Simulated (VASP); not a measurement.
Input of a VASP 6.6.1 run:

POSCAR

```
TaN
1.0
    0.0000000000      2.1979111207      2.1979111207
    2.1979111207      0.0000000000      2.1979111207
    2.1979111207      2.1979111207      0.0000000000
Ta N
1 1
Direct
    0.5000000000      0.5000000000      0.5000000000
    0.0000000000      0.0000000000      0.0000000000
```

The input INCAR.step1:

```
ALGO     = Normal         # electronic algorithm
EDIFF    = 1E-5           # SCF threshold, eV
ENCUT    = 770            # plane-wave cutoff, eV
GGA      = PE             # functional
GGA_COMPAT= False        
ISMEAR   = -1             # smearing method
LASPH    = True           # aspherical terms in the spheres
LCHARG   = False          # write CHGCAR
LREAL    = False          # projectors in reciprocal space
LWAVE    = True           # write WAVECAR
NBANDS   = 16             # bands
NELM     = 120            # most SCF steps
PREC     = Accurate       # precision mode
SIGMA    = 0.05           # smearing width, eV
```

INCAR.step2

```
ALGO     = Normal         # electronic algorithm
EDIFF    = 1E-6           # SCF threshold, eV
ENCUT    = 770            # plane-wave cutoff, eV
GGA_COMPAT= False        
ISIF     = 2              # what is computed and relaxed
ISMEAR   = -1             # smearing method
ISTART   = 1            
LASPH    = True           # aspherical terms in the spheres
LCHARG   = False          # write CHGCAR
LMIXTAU  = True         
LREAL    = False          # projectors in reciprocal space
LWAVE    = False          # write WAVECAR
METAGGA  = R2SCAN         # meta-GGA
NBANDS   = 16             # bands
NELM     = 120            # most SCF steps
PREC     = Accurate       # precision mode
SIGMA    = 0.05           # smearing width, eV
```

File KPOINTS:

```
k-points
0
Gamma
  10 10 10
```

Potentials or basis: VASP PAW PBE potentials, release 64 (Ta_sv_GW, N).

The run is started by

```sh
$ cat potpaw_PBE.64/Ta_sv_GW/POTCAR potpaw_PBE.64/N/POTCAR > POTCAR
$ cp INCAR.step1 INCAR
$ mpirun -np 1 vasp_std > vasp.out
$ cp INCAR.step2 INCAR
$ mpirun -np 1 vasp_std > vasp.out
```

(1) Predict the pressure.

(2) Estimate the band gap on the k mesh.

Answers

(1) 0.0 GPa.

(2) zero (bands 9 and 10 overlap by 4.09 eV).

Caveat: the PAW data sets were made with another functional, which shifts forces and pressure a little; spin-orbit coupling is left out, which moves the levels of the heavy elements.
